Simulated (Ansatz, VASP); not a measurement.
# Sb: VASP beside Ansatz

Contents of INCAR:

```
SYSTEM = Sb
ALGO = Normal
EDIFF = 1E-6
ENCUT = 520
GGA = PS
ISIF = 2
ISMEAR = 0
LASPH = .True.
LCHARG = .False.
LREAL = .False.
LWAVE = .False.
NBANDS = 8
NELM = 80
PREC = Accurate
SIGMA = 0.15
```

The input KPOINTS:

```
k-points
0
Gamma
  16 16 16
  0 0 0
```

Contents of POSCAR:

```
Sb
1.0
    3.3180000000      0.0000000000      0.0000000000
    0.0000000000      3.3180000000      0.0000000000
    0.0000000000      0.0000000000      3.1600000000
Sb
1
Direct
    0.0000000000      0.0000000000      0.0000000000
```

Input for Ansatz:

```yaml
crystal:
  lattice:
    - [3.318, 0.0, 0.0]
    - [0.0, 3.318, 0.0]
    - [0.0, 0.0, 3.16]
  atoms:
    - { symbol: Sb, position: [0.0, 0.0, 0.0] }
basis:
  ecutwfc: 420
kpoints:
  mp_grid: { grid: [16, 16, 16] }
hamiltonian:
  xc: pbesol
scf:
  occupations: { method: gaussian, width: 0.15 }
output:
  forces: true
  stress: true
  eigenvalues: true
```

Change from the starting cell: strain +0.050 along x and y, +0.000 along z, atoms carried along.

Alike in both runs: task single point; functional PBEsol; k mesh 16 × 16 × 16; occupations gaussian, width 0.15 eV; no spin polarisation.

|  | VASP | Ansatz |
| --- | --- | --- |
| version | VASP 6.6.1 | Ansatz 0.2.0 |
| potentials or method | VASP PAW PBE potentials, release 64 (Sb), cutoff 520 eV | scalar-relativistic, plane waves, PAW |
| valence electrons in the cell | 5 | 15 |

|  | VASP | Ansatz | Ansatz less VASP |
| --- | --- | --- | --- |
| gap on the k mesh at the Fermi level (eV) | none | none | - |
| pressure (GPa) | -7.7 | -7.6 | +0.01 |
| traceless stress, the component that is largest in VASP (GPa) | 1.59 | 1.58 | -0.014 |

VASP's potentials were made for PBE, not for PBEsol. A gap of «none» marks a metal or a gap that the smearing closes. VASP's potentials hold 5 valence electrons a cell and Ansatz's 15, so a difference there can come from the potentials and not from the codes.

Neither program's run includes spin-orbit coupling.
